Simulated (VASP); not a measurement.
# Sn8O16F (a cell with a defect): single point with PBE

System: Sn8O16F (a cell with a defect).

```
Sn O F
1.0
     4.82746    4.82746    0.00000
    -4.82746    4.82746    0.00000
     0.00000    0.00000    6.47591
Sn O F
8 16 1
Cartesian
  -2.3849 2.4808 1.5825
  2.3829 2.3423 1.5849
  -0.0238 -0.0440 -0.0487
  0.0226 4.8644 -0.0487
  -2.4201 2.4476 4.8212
  2.4173 2.3751 4.8222
  -0.0251 -0.0415 3.2162
  0.0214 4.8667 3.2161
  -3.9126 3.9174 1.5853
  1.2001 4.1531 1.5849
  -1.2049 0.6670 1.5825
  -0.9162 5.7342 1.5822
  1.5467 1.3604 -0.0725
  1.4721 6.3814 -0.0336
  -1.5522 3.4651 -0.0750
  3.3421 3.2817 -0.0328
  -3.9680 3.8480 4.8208
  0.9461 3.8808 4.8229
  -0.9480 0.9426 4.8207
  -0.8623 5.8019 4.8225
  1.5489 1.3587 3.2422
  1.4831 6.3685 3.2001
  -1.5493 3.4629 3.2402
  3.3529 3.2690 3.2013
  -0.0035 2.4095 1.5831
```

* Program: VASP 6.6.1
* Task: single point
* Functional: PBE
* Potentials or basis: VASP PAW PBE potentials, release 64 (Sn_d, O, F)
* Cutoff: 520 eV
* k mesh: 1 × 1 × 1, shifted
* Occupations: fermi-dirac, width 0.01 eV
* Spin: collinear spin
* Starting moments: [0.0, 0.0, 0.0, 0.0, 0.0, 0.0, 0.0, 0.0, 0.0, 0.35, 0.35, 0.0, 0.0, 0.01, 0.0, 0.01, 0.0, 0.0, 0.0, 0.0, 0.0, 0.01, 0.0, 0.01, 0.37] μB
* Fixed moment: 1 μB

| Quantity | Value |
| --- | --- |
| Pressure | 3.2 GPa |
| Largest force | 0.044 eV/Å |
| Net moment | 1.00 μB per cell |
| Site moments | Sn -0.01, -0.00, +0.00 (each value once); O +0.00, +0.29, -0.00, +0.01 (each value once); F +0.32 μB |
| Valence electrons inside the program's atomic spheres | Sn 12.18, 12.23, 12.28 (each value once); O 5.05, 4.97, 5.04, 5.06, 5.03 (each value once); F 6.04 |

Forces in eV/Å, atoms in the order of the input:
```
Sn  -0.001 -0.012  0.009
Sn  -0.001  0.010  0.004
Sn  -0.009 -0.016  0.017
Sn   0.015  0.016  0.012
Sn  -0.030 -0.008  0.000
Sn   0.034  0.013  0.003
Sn  -0.016 -0.013 -0.023
Sn   0.014  0.014 -0.019
O    0.011 -0.007 -0.003
O    0.007 -0.005  0.001
O   -0.004  0.008  0.002
O   -0.014  0.002 -0.002
O   -0.032 -0.029  0.006
O   -0.013 -0.020 -0.001
O    0.035  0.025  0.005
O    0.012  0.011 -0.010
O    0.019 -0.022 -0.001
O    0.018 -0.027 -0.004
O   -0.020  0.027  0.000
O   -0.019  0.025  0.001
O   -0.032 -0.022 -0.004
O   -0.011 -0.011  0.003
O    0.025  0.024 -0.002
O    0.014  0.018  0.003
F    0.000 -0.002  0.002
```

Stress tensor (GPa, compression positive):
```
 2.64 -1.39 -0.02
-1.39  3.33 -0.64
-0.02 -0.64  3.74
```

Wall time 2 min on 1 thread of AMD EPYC 9R45 (Zen 5), on a shared host, peak memory 0.45 GiB.

Caveat: the total moment is fixed, so each spin has its own Fermi level and the state may be an excited one.
